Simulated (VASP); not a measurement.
# PbSe (Fm-3m) in VASP: further runs

Aim: see how the results for PbSe move with the level of theory and the settings. Levels: PBE, r2SCAN. Tasks: single point.

All numbers are computed with VASP 6.6.1; they aren't measurements. Logs are shortened: lines on timing, memory, paths and dates and some standing lists are left out, and cuts for length are marked.

## 1. The cell of the first run

Symmetry: Fm-3m, No. 225, cubic system. The conventional cell has a = 5.930 Å, b = 5.930 Å, c = 5.930 Å, α = 90.00°, β = 90.00°, γ = 90.00°. Pb (site symmetry m-3m) has 6 Se at 2.97 Å within 3.9 Å. Within 3.9 Å of Se (site symmetry m-3m) lie 6 Pb at 2.97 Å.

## 2. Single point, PBE (strain -4.0%)

File INCAR:

```
SYSTEM = PbSe
ALGO = Normal
EDIFF = 1E-6
ENCUT = 520
GGA = PE
ISIF = 2
ISMEAR = -1
LASPH = .TRUE.
LCHARG = .FALSE.
LREAL = .FALSE.
LWAVE = .FALSE.
NBANDS = 17
NELM = 80
PREC = Accurate
SIGMA = 0.02
```

File KPOINTS:

```
k-points
0
G
  8 8 8
  0 0 0
```

File POSCAR:

```
PbSe
1.0
    0.0000000000      2.9651541308      2.9651541308
    2.9651541308      0.0000000000      2.9651541308
    2.9651541308      2.9651541308      0.0000000000
Pb Se
1 1
Direct
    0.0000000000      0.0000000000      0.0000000000
    0.5000000000      0.5000000000      0.5000000000
```

Potentials or basis: VASP PAW PBE potentials, release 64 (Pb_d, Se).

On the command line:

```
cat potpaw_PBE.64/Pb_d/POTCAR potpaw_PBE.64/Se/POTCAR > POTCAR
mpirun -np 1 vasp_std > vasp.out
```

OUTCAR:

```text
SYSTEM = PbSe
   EDIFF = 1E-6
   ENCUT = 520
   GGA = PE
   ISIF = 2
   ISMEAR = -1
   LASPH = .TRUE.
   LREAL = .FALSE.
   NELM = 80
   PREC = Accurate

 ion  position               nearest neighbor table
   1  0.000  0.000  0.000-   2 2.97   2 2.97   2 2.97   2 2.97   2 2.97   2 2.97
   2  0.500  0.500  0.500-   1 2.97   1 2.97   1 2.97   1 2.97   1 2.97   1 2.97

  LATTYP: Found a face centered cubic cell.
 ALAT       =     5.9303082616

  Lattice vectors:

 A1 = (   0.0000000000,   2.9651541308,   2.9651541308)
 A2 = (   2.9651541308,   0.0000000000,   2.9651541308)
 A3 = (   2.9651541308,   2.9651541308,   0.0000000000)

Analysis of symmetry for initial positions (statically):
=====================================================================
 Subroutine PRICEL returns:
 Original cell was already a primitive cell.

 Routine SETGRP: Setting up the symmetry group for a
 face centered cubic supercell.

 Subroutine GETGRP returns: Found 48 space group operations
 (whereof 48 operations were pure point group operations)
 out of a pool of 48 trial point group operations.

The static configuration has the point symmetry O_h .

Analysis of symmetry for dynamics (positions and initial velocities):
=====================================================================
 Subroutine PRICEL returns:
 Original cell was already a primitive cell.

 Routine SETGRP: Setting up the symmetry group for a
 face centered cubic supercell.

 Subroutine GETGRP returns: Found 48 space group operations
 (whereof 48 operations were pure point group operations)
 out of a pool of 48 trial point group operations.

The dynamic configuration has the point symmetry O_h .

 Subroutine INISYM returns: Found 48 space group operations
 (whereof 48 operations are pure point group operations),
 and found     1 'primitive' translations

----------------------------------------------------------------------------------------

                                     Primitive cell

  volume of cell :      52.1401

  direct lattice vectors                    reciprocal lattice vectors
     0.000000000  2.965154131  2.965154131    -0.168625298  0.168625298  0.168625298
     2.965154131  0.000000000  2.965154131     0.168625298 -0.168625298  0.168625298
     2.965154131  2.965154131  0.000000000     0.168625298  0.168625298 -0.168625298

  length of vectors
     4.193361186  4.193361186  4.193361186     0.292067584  0.292067584  0.292067584

[... 73 lines left out ...]
   ICHARG =      2    charge: 1-file 2-atom 10-const
   ISPIN  =      1    spin polarized calculation?
   LNONCOLLINEAR =      F non collinear calculations
   LSORBIT =      F    spin-orbit coupling
   LASPH  =      T    aspherical Exc in radial PAW
   ENCUT  =  520.0 eV  38.22 Ry    6.18 a.u.   7.80  7.80  7.80*2*pi/ulx,y,z
   NELM   =     80;   NELMIN=  2; NELMDL= -5     # of ELM steps
   EDIFF  = 0.1E-05   stopping-criterion for ELM
   LREAL  =      F    real-space projection
   EDIFFG = 0.1E-04   stopping-criterion for IOM
   NSW    =      0    number of steps for IOM
   IBRION =     -1    ionic relax: 0-MD 1-quasi-New 2-CG
   NFREE  =      0    steps in history (QN), initial steepest desc. (CG)
   ISIF   =      2    stress and relaxation
   ISYM   =      2    0-nonsym 1-usesym 2-fastsym
   POTIM  = 0.5000    time-step for ionic-motion
   TEBEG  =    0.0;   TEEND  =   0.0 temperature during run
   PSTRESS=    0.0 pullay stress
   NELECT =      20.0000    total number of electrons
   NUPDOWN=      -1.0000    fix difference up-down
   EMIN   =  10.00;   EMAX   =-10.00  energy-range for DOS
   EFERMI =   0.00;   METHOD = LEGACY
   ISMEAR =    -1;   SIGMA  =   0.02  broadening in eV -4-tet -1-fermi 0-gaus
   EFERMI_NEDOS =   21; number of points for ismear=-14 and -15
   IALGO  =     38    algorithm
   IMIX   =      4    mixing-type and parameters
     AMIX     =   0.40;   BMIX     =  1.00
     AMIX_MAG =   1.60;   BMIX_MAG =  1.00
  volume/ion in A,a.u.               =      26.07       175.93
  Fermi-wavevector in a.u.,A,eV,Ry     =   1.189490  2.247811 19.250707  1.414887
  Thomas-Fermi vector in A             =   2.325596
   LORBIT       =      0    0 simple, 1 ext, 2 COOP (PROOUT), +10 PAW based schemes
   GGA     = PE    functional components
   LHFCALC =     F    Hartree Fock is set to
   AEXX    =    0.0000 exact exchange contribution
   IVDW    =     0    specifies the selected vdW correction
   LEPSILON=     F    determine dielectric tensor
   LRPA    =     F    only Hartree local field effects (RPA)
 non-spin polarized calculation
  energy-cutoff  :      520.00
  volume of cell :       52.14
 maximum number of plane-waves:      1424
   NGX = 15   NGY = 15   NGZ = 15

 number of electron      19.9999997 magnetization

 Free energy of the ion-electron system (eV)
  ---------------------------------------------------
  ext. energy  EPLUGINS =         0.00000000
  ---------------------------------------------------
  free energy    TOTEN  =        -8.00017528 eV

  energy without entropy =       -7.99991370  energy(sigma->0) =       -8.00004449

 E-fermi :   6.3792     XC(G=0):  -9.9804

 val. band max:        6.3441169642   @ k =   0.5000   0.0000   0.0000
 cond. band min:       6.4142576701   @ k =   0.5000   0.0000   0.0000
 fundamental gap:      0.0701407059
 Fermi energy:         6.3791873170

 k-point     1 :       0.0000    0.0000    0.0000
  band No.  band energies     occupation
      1     -10.7235      2.00000
      2     -10.7235      2.00000
      3     -10.7218      2.00000
      4     -10.7218      2.00000
      5     -10.7218      2.00000
      6      -8.1561      2.00000
[... 457 lines left out ...]
      4     -10.6929      2.00000
      5     -10.6704      2.00000
      6      -6.5749      2.00000
[... 9 lines left out ...]
     16      17.1865      0.00000
     17      17.3647      0.00000

 [... further k-points ...]
[... 5 lines left out ...]
  --------------------------------------------------------------------------------------
  -------------------------------------------------------------------------------------
  Total        2.8926050      2.8926050      2.8926050      0.0000000      0.0000000     -0.0000000
  in kB       88.8848827     88.8848827     88.8848827      0.0000000      0.0000000     -0.0000000
  external PRESSURE =      88.8848827 kB  Pullay stress =       0.0000000 kB

 VOLUME and BASIS-vectors are now :
 -----------------------------------------------------------------------------
  energy-cutoff  :      520.00
  volume of cell :       52.14
      direct lattice vectors                 reciprocal lattice vectors
     0.000000000  2.965154131  2.965154131    -0.168625298  0.168625298  0.168625298
     2.965154131  0.000000000  2.965154131     0.168625298 -0.168625298  0.168625298
     2.965154131  2.965154131  0.000000000     0.168625298  0.168625298 -0.168625298

 POSITION                                       TOTAL-FORCE (eV/Angst)
 -----------------------------------------------------------------------------------
      0.00000      0.00000      0.00000        -0.000000      0.000000      0.000000
      2.96515      2.96515      2.96515         0.000000     -0.000000     -0.000000
 -----------------------------------------------------------------------------------
    total drift:                                0.000000     -0.000000     -0.000000

  FREE ENERGIE OF THE ION-ELECTRON SYSTEM (eV)
  ---------------------------------------------------
  free  energy   TOTEN  =        -8.0001752768 eV

  energy  without entropy=       -7.9999136952  energy(sigma->0) =       -8.00004449
```

OSZICAR:

```text
N       E                     dE             d eps       ncg     rms          rms(c)
DAV:   1     0.157819501072E+03    0.15782E+03   -0.96587E+03   986   0.124E+03
DAV:   2     0.294640565080E+01   -0.15487E+03   -0.14989E+03  1032   0.311E+02
DAV:   3    -0.798378743865E+01   -0.10930E+02   -0.10855E+02  1266   0.873E+01
DAV:   4    -0.822568554173E+01   -0.24190E+00   -0.24174E+00  1225   0.143E+01
DAV:   5    -0.823337509973E+01   -0.76896E-02   -0.76891E-02  1404   0.252E+00    0.305E+00
DAV:   6    -0.800401522847E+01    0.22936E+00   -0.52963E-01  1551   0.556E+00    0.187E+00
DAV:   7    -0.799781779903E+01    0.61974E-02   -0.10277E-01  1214   0.168E+00    0.927E-01
DAV:   8    -0.800023522904E+01   -0.24174E-02   -0.93063E-03  1217   0.111E+00    0.818E-02
DAV:   9    -0.800014108711E+01    0.94142E-04   -0.12263E-03  1544   0.396E-01    0.489E-02
DAV:  10    -0.800017052666E+01   -0.29440E-04   -0.12151E-04  1142   0.749E-02    0.173E-02
DAV:  11    -0.800017561162E+01   -0.50850E-05   -0.47926E-05  1394   0.750E-02    0.114E-02
DAV:  12    -0.800017527677E+01    0.33485E-06   -0.30362E-06  1178   0.117E-02
   1 F= -.80001753E+01 E0= -.80000445E+01  d E =-.261582E-03
```

Run time: 10 s. Hardware: 1 thread of AMD EPYC 9R45 (Zen 5), shared host; peak memory 0.16 GiB.

What came out:

* Free energy: -8.0002 eV
* Pressure: 8.9 GPa
* Band gap on the k mesh: 0.07 eV

Levels at points of the mesh, in eV from the valence-band top:
```tsv
k point	band 7	band 8	band 9	band 10	band 11	band 12	band 13	band 14
(0.00, 0.00, 0.00)	-6.18	-2.38	-2.38	-2.38	4.88	4.88	4.88	6.25
(0.50, 0.00, 0.00)	-9.44	-1.89	-1.89	0.00	0.07	1.43	1.43	8.62
(0.50, 0.50, 0.00)	-7.60	-5.86	-3.91	-3.91	3.23	5.94	5.94	6.42
```

Caveat: the cell differs from its parent crystal (strain -4.0%); the cell stands under pressure; spin-orbit coupling is left out, which moves the levels of the heavy elements.

(Part 1 of 3 ends here.)
